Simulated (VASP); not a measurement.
# Ti (Pm-3m) in VASP: notebook

The runs below take Ti through single point, relaxation of cell and atoms, with PBEsol.

Program: VASP 6.6.1. These are calculated values, not measurements. Logs are shortened: lines on timing, memory, paths and dates and some standing lists are left out, and cuts for length are marked.

**1. The cell of the first run**

The structure is cubic, space group Pm-3m (No. 221). The conventional cell has a = 2.667 Å, b = 2.667 Å, c = 2.667 Å, α = 90.00°, β = 90.00°, γ = 90.00°. Ti (site symmetry m-3m) has 6 Ti at 2.67 Å within 3.5 Å.

**2. Single point, PBEsol (volume scaled by 1.08)**

INCAR

```
  PREC = Accurate
  ENCUT = 520
  EDIFF = 1E-6
  ISMEAR = -1
  SIGMA = 0.1
  LREAL = False
  LASPH = True
  NELM = 80
  ALGO = Normal
  ISIF = 2
  LWAVE = False
  LCHARG = False
  GGA = PS
  NBANDS = 12
```

KPOINTS

```
regular mesh
0
Gamma
  14 14 14
```

POSCAR

```
Ti
1.0
    2.6672715387      0.0000000000      0.0000000000
    0.0000000000      2.6672715387      0.0000000000
    0.0000000000      0.0000000000      2.6672715387
Ti
1
Direct
    0.0000000000      0.0000000000      0.0000000000
```

Potentials or basis: VASP PAW PBE potentials, release 64 (Ti_sv).

The run is started by

```
$ cat potpaw_PBE.64/Ti_sv/POTCAR > POTCAR
$ mpirun -np 1 vasp_std > vasp.out
```

OUTCAR:

```text
PREC = Accurate
   ENCUT = 520
   EDIFF = 1E-6
   ISMEAR = -1
   LREAL = False
   LASPH = True
   NELM = 80
   ISIF = 2
   GGA = PS

 ion  position               nearest neighbor table
   1  0.000  0.000  0.000-

  LATTYP: Found a simple cubic cell.
 ALAT       =     2.6672715387

  Lattice vectors:

 A1 = (   2.6672715387,   0.0000000000,   0.0000000000)
 A2 = (   0.0000000000,   2.6672715387,   0.0000000000)
 A3 = (   0.0000000000,   0.0000000000,   2.6672715387)

Analysis of symmetry for initial positions (statically):
=====================================================================
 Subroutine PRICEL returns:
 Original cell was already a primitive cell.

 Routine SETGRP: Setting up the symmetry group for a
 simple cubic supercell.

 Subroutine GETGRP returns: Found 48 space group operations
 (whereof 48 operations were pure point group operations)
 out of a pool of 48 trial point group operations.

The static configuration has the point symmetry O_h .

Analysis of symmetry for dynamics (positions and initial velocities):
=====================================================================
 Subroutine PRICEL returns:
 Original cell was already a primitive cell.

 Routine SETGRP: Setting up the symmetry group for a
 simple cubic supercell.

 Subroutine GETGRP returns: Found 48 space group operations
 (whereof 48 operations were pure point group operations)
 out of a pool of 48 trial point group operations.

The dynamic configuration has the point symmetry O_h .

 Subroutine INISYM returns: Found 48 space group operations
 (whereof 48 operations are pure point group operations),
 and found     1 'primitive' translations

----------------------------------------------------------------------------------------

                                     Primitive cell

  volume of cell :      18.9759

  direct lattice vectors                    reciprocal lattice vectors
     2.667271539  0.000000000  0.000000000     0.374914959  0.000000000  0.000000000
     0.000000000  2.667271539  0.000000000     0.000000000  0.374914959  0.000000000
     0.000000000  0.000000000  2.667271539     0.000000000  0.000000000  0.374914959

  length of vectors
     2.667271539  2.667271539  2.667271539     0.374914959  0.374914959  0.374914959

  position of ions in fractional coordinates (direct lattice)
     0.000000000  0.000000000  0.000000000

  ion indices of the primitive-cell ions
   primitive index   ion index
                 1           1

----------------------------------------------------------------------------------------

 KPOINTS: regular mesh

Automatic generation of k-mesh.
 Grid dimensions read from file:
 generate k-points for:   14   14   14

 Generating k-lattice:

  Cartesian coordinates                     Fractional coordinates (reciprocal lattice)
     0.026779640  0.000000000  0.000000000     0.071428571  0.000000000  0.000000000
     0.000000000  0.026779640  0.000000000     0.000000000  0.071428571  0.000000000
     0.000000000  0.000000000  0.026779640     0.000000000  0.000000000  0.071428571

  Length of vectors
     0.026779640  0.026779640  0.026779640

  Shift w.r.t. Gamma in fractional coordinates (k-lattice)
     0.000000000  0.000000000  0.000000000

 Subroutine IBZKPT returns following result:
 ===========================================

 Found    120 irreducible k-points:

 Following reciprocal coordinates:
            Coordinates               Weight
  0.000000  0.000000  0.000000      1.000000
  0.071429  0.000000  0.000000      6.000000
  0.142857  0.000000  0.000000      6.000000
  0.214286  0.000000  0.000000      6.000000
  0.285714  0.000000  0.000000      6.000000
  0.357143  0.000000  0.000000      6.000000
[... 16 lines left out ...]
  0.285714  0.214286  0.000000     24.000000
  0.357143  0.214286  0.000000     24.000000
 [... further k-points ...]
   k-points           NKPTS =    120   k-points in BZ     NKDIM =    120   number of bands    NBANDS=     12
   number of dos      NEDOS =    301   number of ions     NIONS =      1
   total plane-waves  NPLWV =   8000
   dimension x,y,z NGX =    20 NGY =   20 NGZ =   20
   dimension x,y,z NGXF=    40 NGYF=   40 NGZF=   40
   ions per type =               1
   NGX,Y,Z   is equivalent  to a cutoff of  12.47, 12.47, 12.47 a.u.
   NGXF,Y,Z  is equivalent  to a cutoff of  24.93, 24.93, 24.93 a.u.
 SYSTEM =  unknown system
   PREC   = accura    normal or accurate (medium, high low for compatibility)
   ISTART =      0    job   : 0-new  1-cont  2-samecut
   ICHARG =      2    charge: 1-file 2-atom 10-const
   ISPIN  =      1    spin polarized calculation?
   LNONCOLLINEAR =      F non collinear calculations
   LSORBIT =      F    spin-orbit coupling
   LASPH  =      T    aspherical Exc in radial PAW
   ENCUT  =  520.0 eV  38.22 Ry    6.18 a.u.   4.96  4.96  4.96*2*pi/ulx,y,z
   NELM   =     80;   NELMIN=  2; NELMDL= -5     # of ELM steps
   EDIFF  = 0.1E-05   stopping-criterion for ELM
   LREAL  =      F    real-space projection
   EDIFFG = 0.1E-04   stopping-criterion for IOM
   NSW    =      0    number of steps for IOM
   IBRION =     -1    ionic relax: 0-MD 1-quasi-New 2-CG
   NFREE  =      0    steps in history (QN), initial steepest desc. (CG)
   ISIF   =      2    stress and relaxation
   ISYM   =      2    0-nonsym 1-usesym 2-fastsym
   POTIM  = 0.5000    time-step for ionic-motion
   TEBEG  =    0.0;   TEEND  =   0.0 temperature during run
   PSTRESS=    0.0 pullay stress
   NELECT =      12.0000    total number of electrons
   NUPDOWN=      -1.0000    fix difference up-down
   EMIN   =  10.00;   EMAX   =-10.00  energy-range for DOS
   EFERMI =   0.00;   METHOD = LEGACY
   ISMEAR =    -1;   SIGMA  =   0.10  broadening in eV -4-tet -1-fermi 0-gaus
   EFERMI_NEDOS =   21; number of points for ismear=-14 and -15
   IALGO  =     38    algorithm
   IMIX   =      4    mixing-type and parameters
     AMIX     =   0.40;   BMIX     =  1.00
     AMIX_MAG =   1.60;   BMIX_MAG =  1.00
  volume/ion in A,a.u.               =      18.98       128.06
  Fermi-wavevector in a.u.,A,eV,Ry     =   1.405189  2.655422 26.865460  1.974556
  Thomas-Fermi vector in A             =   2.527675
   LORBIT       =      0    0 simple, 1 ext, 2 COOP (PROOUT), +10 PAW based schemes
   GGA     = PS    functional components
   LHFCALC =     F    Hartree Fock is set to
   AEXX    =    0.0000 exact exchange contribution
   IVDW    =     0    specifies the selected vdW correction
   LEPSILON=     F    determine dielectric tensor
   LRPA    =     F    only Hartree local field effects (RPA)
 non-spin polarized calculation
  energy-cutoff  :      520.00
  volume of cell :       18.98
 maximum number of plane-waves:       536
 NGX is ok and might be reduce to    20
   NGX =  9   NGY =  9   NGZ =  9

 number of electron      11.9999995 magnetization

 Free energy of the ion-electron system (eV)
  ---------------------------------------------------
  ext. energy  EPLUGINS =         0.00000000
  ---------------------------------------------------
  free energy    TOTEN  =        -7.50727646 eV

  energy without entropy =       -7.43232450  energy(sigma->0) =       -7.46980048

 E-fermi :   7.0955     XC(G=0): -11.1198

 val. band max:        7.0932719770   @ k =   0.5000   0.4286   0.0714
 cond. band min:       7.0978154750   @ k =   0.3571   0.3571   0.2857
 fundamental gap:      0.0045434980
 Fermi energy:         7.0954635936

 k-point     1 :       0.0000    0.0000    0.0000
  band No.  band energies     occupation
      1     -49.2810      2.00000
      2     -25.2015      2.00000
      3     -25.2015      2.00000
      4     -25.2015      2.00000
      5       1.4571      2.00000
      6       5.8812      1.99999
      7       5.8812      1.99999
      8      10.8703      0.00000
      9      10.8703      0.00000
     10      10.8704      0.00000
     11      22.4125      0.00000
     12      22.4125      0.00000

 k-point     2 :       0.0714    0.0000    0.0000
  band No.  band energies     occupation
      1     -49.2755      2.00000
      2     -25.2426      2.00000
      3     -25.1981      2.00000
      4     -25.1981      2.00000
      5       1.5859      2.00000
      6       5.9124      1.99999
      7       5.9711      1.99997
      8      10.7636      0.00000
      9      10.7636      0.00000
     10      10.8782      0.00000
     11      21.4113      0.00000
     12      22.6196      0.00000

 k-point     3 :       0.1429    0.0000    0.0000
  band No.  band energies     occupation
      1     -49.2600      2.00000
      2     -25.3566      2.00000
      3     -25.1883      2.00000
      4     -25.1883      2.00000
      5       1.9590      2.00000
      6       6.0014      1.99996
      7       6.2235      1.99967
      8      10.4781      0.00000
      9      10.4781      0.00000
     10      10.9004      0.00000
     11      19.5644      0.00000
     12      23.2072      0.00000
[... 286 lines left out ...]
 k-point    23 :       0.2857    0.2143    0.0000
  band No.  band energies     occupation
      1     -49.1701      2.00000
      2     -25.6577      2.00000
      3     -25.4633      2.00000
      4     -25.1320      2.00000
      5       4.1127      2.00000
      6       6.5955      1.98660
      7       7.5738      0.01659
      8       9.1348      0.00000
      9       9.8135      0.00000
     10      10.2880      0.00000
     11      16.8731      0.00000
     12      19.8593      0.00000

 k-point    24 :       0.3571    0.2143    0.0000
  band No.  band energies     occupation
      1     -49.1477      2.00000
      2     -25.8104      2.00000
      3     -25.4457      2.00000
      4     -25.1181      2.00000
      5       4.7555      2.00000
      6       6.5694      1.98967
      7       7.6559      0.00734
      8       9.4514      0.00000
      9       9.5125      0.00000
     10      10.3316      0.00000
     11      15.4525      0.00000
     12      20.6098      0.00000

 [... further k-points ...]

------------------------ aborting loop because EDIFF is reached ----------------------------------------

  FORCE on cell =-STRESS in cart. coord.  units (eV):
  Direction    XX          YY          ZZ          XY          YZ          ZX
  --------------------------------------------------------------------------------------
  -------------------------------------------------------------------------------------
  Total       -0.7064766     -0.7064766     -0.7064766      0.0000000     -0.0000000      0.0000000
  in kB      -59.6494845    -59.6494845    -59.6494845      0.0000000     -0.0000000      0.0000000
  external PRESSURE =     -59.6494845 kB  Pullay stress =       0.0000000 kB

 VOLUME and BASIS-vectors are now :
 -----------------------------------------------------------------------------
  energy-cutoff  :      520.00
  volume of cell :       18.98
      direct lattice vectors                 reciprocal lattice vectors
     2.667271539  0.000000000  0.000000000     0.374914959  0.000000000  0.000000000
     0.000000000  2.667271539  0.000000000     0.000000000  0.374914959  0.000000000
     0.000000000  0.000000000  2.667271539     0.000000000  0.000000000  0.374914959

 POSITION                                       TOTAL-FORCE (eV/Angst)
 -----------------------------------------------------------------------------------
      0.00000      0.00000      0.00000         0.000000      0.000000      0.000000
 -----------------------------------------------------------------------------------
    total drift:                               -0.000000      0.000000     -0.000000

  FREE ENERGIE OF THE ION-ELECTRON SYSTEM (eV)
  ---------------------------------------------------
  free  energy   TOTEN  =        -7.5072764647 eV

  energy  without entropy=       -7.4323244951  energy(sigma->0) =       -7.46980048
```

Wall time 40 s (1 thread of AMD EPYC 7R13, shared host); peak memory 0.11 GiB.

Results:

| Item | Value |
| --- | --- |
| Free energy | -7.5073 eV |
| Pressure | -6.0 GPa |
| Band gap on the k mesh | zero (band 6 reaches 7.70 eV, above the bottom of band 7 at 5.88 eV) |

Levels at points of the mesh, in eV from the Fermi level:
```tsv
k point	band 2	band 3	band 4	band 5	band 6	band 7	band 8	band 9	band 10	band 11
(0.00, 0.00, 0.00)	-32.30	-32.30	-32.30	-5.64	-1.21	-1.21	3.77	3.77	3.77	15.32
(0.50, 0.00, 0.00)	-33.09	-32.23	-32.23	-1.87	-0.53	-0.24	1.99	1.99	3.94	6.97
(0.50, 0.50, 0.00)	-32.98	-32.98	-32.16	-2.54	-0.12	2.39	2.39	4.87	4.99	4.99
(0.50, 0.50, 0.50)	-32.87	-32.87	-32.87	-1.10	-1.10	-1.10	4.97	4.97	8.99	10.96
```

Caveat: the cell differs from its parent crystal (volume scaled by 1.08); the PAW data sets were made with another functional, which shifts forces and pressure a little.

**3. Single point, PBEsol (volume scaled by 1.12)**

INCAR

```
SYSTEM = Ti
ALGO = Normal ; EDIFF = 1E-6
ENCUT = 520 ; GGA = PS
ISIF = 2 ; ISMEAR = -1
LASPH = .True. ; LCHARG = .True.
LELF = .True. ; LREAL = .False.
LVHAR = .True. ; LWAVE = .False.
NBANDS = 12 ; NELM = 100
PREC = Accurate ; SIGMA = 0.1
```

KPOINTS

```
k-points
0
Gamma
  14 14 14
  0 0 0
```

POSCAR

```
Ti
1.0
    2.6998024465      0.0000000000      0.0000000000
    0.0000000000      2.6998024465      0.0000000000
    0.0000000000      0.0000000000      2.6998024465
Ti
1
Direct
    0.0000000000      0.0000000000      0.0000000000
```

Potentials or basis: VASP PAW PBE potentials, release 64 (Ti_sv).

The run is started by

```
$ cat potpaw_PBE.64/Ti_sv/POTCAR > POTCAR
$ mpirun -np 1 vasp_std > vasp.out
```

It took 38 s on 1 thread of AMD EPYC 7R13, shared host; peak memory 0.11 GiB.

The run converged. Its results:

| Item | Value |
| --- | --- |
| Free energy | -7.4766 eV |
| Pressure | -8.1 GPa |
| Band gap on the k mesh | zero (band 6 reaches 7.31 eV, above the bottom of band 7 at 5.60 eV) |

Levels at points of the mesh, in eV from the Fermi level:
```csv
k point,band 2,band 3,band 4,band 5,band 6,band 7,band 8,band 9,band 10,band 11
"(0.00, 0.00, 0.00)",-32.39,-32.39,-32.39,-5.56,-1.15,-1.15,3.62,3.62,3.62,14.93
"(0.50, 0.00, 0.00)",-33.10,-32.33,-32.33,-1.86,-0.49,-0.27,1.93,1.93,3.77,6.67
"(0.50, 0.50, 0.00)",-33.00,-33.00,-32.27,-2.40,-0.14,2.30,2.30,4.66,4.79,4.79
"(0.50, 0.50, 0.50)",-32.91,-32.91,-32.91,-1.02,-1.02,-1.02,4.76,4.76,8.93,10.53
```

Caveat: the cell differs from its parent crystal (volume scaled by 1.12); the PAW data sets were made with another functional, which shifts forces and pressure a little.

**4. Relaxation of cell and atoms, PBEsol**

This run uses another cell than the first one, of 19.07 Å³/atom, 1.005 times its volume.

INCAR

```
SYSTEM = Ti
  PREC = Accurate
  ENCUT = 600
  EDIFF = 1E-7
  ISMEAR = -1
  SIGMA = 0.1
  LREAL = .FALSE.
  LASPH = .TRUE.
  NELM = 100
  ALGO = Normal
  ISIF = 3
  LWAVE = .FALSE.
  LCHARG = .FALSE.
  GGA = PS
  IBRION = 2
  NSW = 80
  EDIFFG = -0.01
```

KPOINTS

```
regular mesh
0
G
  12 12 12
  0 0 0
```

POSCAR

```
Ti
1.0
    2.6717143674      0.0000000000      0.0000000000
    0.0000000000      2.6717143674      0.0000000000
    0.0000000000      0.0000000000      2.6717143674
Ti
1
Direct
    0.0000000000      0.0000000000      0.0000000000
```

The run is started by

```
$ cat potpaw_PBE.64/Ti_sv/POTCAR > POTCAR
$ mpirun -np 1 vasp_std > vasp.out
```

It took 90 s on 1 thread of AMD EPYC 7R13, shared host; peak memory 0.13 GiB.

Results (log left out):

```yaml
Free_energy: -7.5314 eV
Relaxed_volume: 17.53 Å³/atom
Relaxed_cell: a = 2.598 Å, b = 2.598 Å, c = 2.598 Å, α = 90.00°, β = 90.00°, γ = 90.00°
Space_group_after_relaxing_to_0.05_Å: Pm-3m (No. 221)
Energy_gained_by_relaxing: 30.9 meV/atom
Ionic_steps: 3
Pressure_after_relaxing: 0.0 GPa
Band_gap_on_the_k_mesh: zero (band 6 reaches 8.87 eV, above the bottom of band 7 at 6.51 eV)
```

Step by step:
```csv
step,energy change (eV),largest force (eV/Å),pressure (GPa),volume (Å³)
1,0.0000,0.0000,-6.07,19.07
2,-0.0286,0.0000,1.96,17.14
3,-0.0309,0.0000,0.03,17.53
```

Final structure:
```yaml
crystal:
  lattice:
    - [2.59786, 0.00000, 0.00000]
    - [0.00000, 2.59786, 0.00000]
    - [0.00000, 0.00000, 2.59786]
  atoms:
    - { symbol: Ti, position: [0.00000, 0.00000, 0.00000] }
```

Levels at points of the mesh, in eV from the Fermi level:
| k point | band 4 | band 5 | band 6 | band 7 | band 8 | band 9 |
| --- | --- | --- | --- | --- | --- | --- |
| (0.00, 0.00, 0.00) | -32.12 | -5.83 | -1.40 | -1.40 | 4.10 | 4.10 |
| (0.50, 0.00, 0.00) | -32.03 | -1.89 | -0.64 | -0.17 | 2.11 | 2.11 |
| (0.50, 0.50, 0.00) | -31.94 | -2.90 | -0.12 | 2.56 | 2.56 | 5.33 |
| (0.50, 0.50, 0.50) | -32.83 | -1.31 | -1.31 | -1.31 | 5.44 | 5.44 |

Caveat: the PAW data sets were made with another functional, which shifts forces and pressure a little.

**5. Single point, PBEsol**

This run uses another cell than the first one, of 17.57 Å³/atom, 0.926 times its volume.

INCAR

```
PREC = Accurate
ENCUT = 520
EDIFF = 1E-6
ISMEAR = -1
SIGMA = 0.1
LREAL = False
LASPH = True
NELM = 60
ALGO = Normal
ISIF = 2
LWAVE = False
LCHARG = False
GGA = PS
NBANDS = 12
```

KPOINTS

```
Automatic mesh
0
Gamma
  20 20 20
```

POSCAR

```
Ti
1.0
    2.5997164306      0.0000000000      0.0000000000
    0.0000000000      2.5997164306      0.0000000000
    0.0000000000      0.0000000000      2.5997164306
Ti
1
Direct
    0.0000000000      0.0000000000      0.0000000000
```

The run is started by

```
$ cat potpaw_PBE.64/Ti_sv/POTCAR > POTCAR
$ mpirun -np 1 vasp_std > vasp.out
```

Run time: 64 s. Hardware: 1 thread of AMD EPYC 7R13, shared host; peak memory 0.14 GiB.

The run converged. Its results:

| Item | Value |
| --- | --- |
| Free energy | -7.5352 eV |
| Pressure | -0.3 GPa |
| Band gap on the k mesh | zero (band 6 reaches 8.65 eV, above the bottom of band 7 at 6.50 eV) |

Levels at points of the mesh, in eV from the Fermi level:
| k point | band 4 | band 5 | band 6 | band 7 | band 8 | band 9 |
| --- | --- | --- | --- | --- | --- | --- |
| (0.00, 0.00, 0.00) | -32.11 | -5.81 | -1.38 | -1.38 | 4.11 | 4.11 |
| (0.50, 0.00, 0.00) | -32.02 | -1.88 | -0.62 | -0.16 | 2.12 | 2.12 |
| (0.50, 0.50, 0.00) | -31.93 | -2.88 | -0.11 | 2.57 | 2.57 | 5.33 |
| (0.50, 0.50, 0.50) | -32.82 | -1.29 | -1.29 | -1.29 | 5.44 | 5.44 |

Caveat: the PAW data sets were made with another functional, which shifts forces and pressure a little.

**6. The runs side by side**

| task | cell | k mesh | cutoff (eV) | gap on the mesh (eV) | pressure (GPa) |
| --- | --- | --- | --- | --- | --- |
| single point | a = 2.667 Å, 1 atom | 14 × 14 × 14 | 520 | none | -6.0 |
| single point | a = 2.700 Å, 1 atom | 14 × 14 × 14 | 520 | none | -8.1 |
| relaxation of cell and atoms | relaxed from a = 2.672 Å, 1 atom | 12 × 12 × 12 | 600 | none | 0.0 |
| single point | a = 2.600 Å, 1 atom | 20 × 20 × 20 | 520 | none | -0.3 |

Alike in all rows: level PBEsol; potentials or basis VASP PAW PBE potentials, release 64 (Ti_sv); no spin polarisation; smearing fermi-dirac 0.1 eV.

Caveats: the PAW data sets were made with another functional, which shifts forces and pressure a little.

Total energies depend on the potentials used, so only differences within one code and one set of settings carry meaning.
